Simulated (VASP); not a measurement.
Au, 4 atoms in the cell. Symmetry: Cmce, No. 64, orthorhombic system. The conventional cell has a = 4.483 Å, b = 7.598 Å, c = 4.489 Å, α = 90.00°, β = 90.00°, γ = 90.00°. Au (site symmetry m) has 7 Au at 2.42 to 2.78 Å within 3.2 Å. 

```yaml
Program: VASP 6.6.1
Task: relaxation of cell and atoms
Functional: r2SCAN
Potentials_or_basis: VASP PAW PBE potentials, release 64 (Au)
Cutoff: 600 eV
k_mesh: 4 × 4 × 4
Occupations: gaussian, width 0.1 eV
Spin: no spin polarisation
Dipole_correction: no
Further_INCAR_settings: ALGO = Normal; EDIFF = 1e-06; IBRION = 2; EDIFFG = -0.04; NSW = 90; ISIF = 3
```

Potentials or basis: VASP PAW PBE potentials, release 64 (Au).

Launch:

```bash
$ cat potpaw_PBE.64/Au/POTCAR > POTCAR
$ cp INCAR.step1 INCAR
$ mpirun -np 1 vasp_std > vasp.out
$ cp INCAR.step2 INCAR
$ mpirun -np 1 vasp_std > vasp.out
```

Hardware: 1 thread of Intel(R) Xeon(R) Platinum 8488C (Sapphire Rapids) (shared host).

**Question.** Estimate the wall time of this run.

**Answer.** Wall time 55 min on 1 thread of Intel(R) Xeon(R) Platinum 8488C (Sapphire Rapids) (shared host), peak memory 0.25 GiB. Counts: k points 21, ion steps 49.
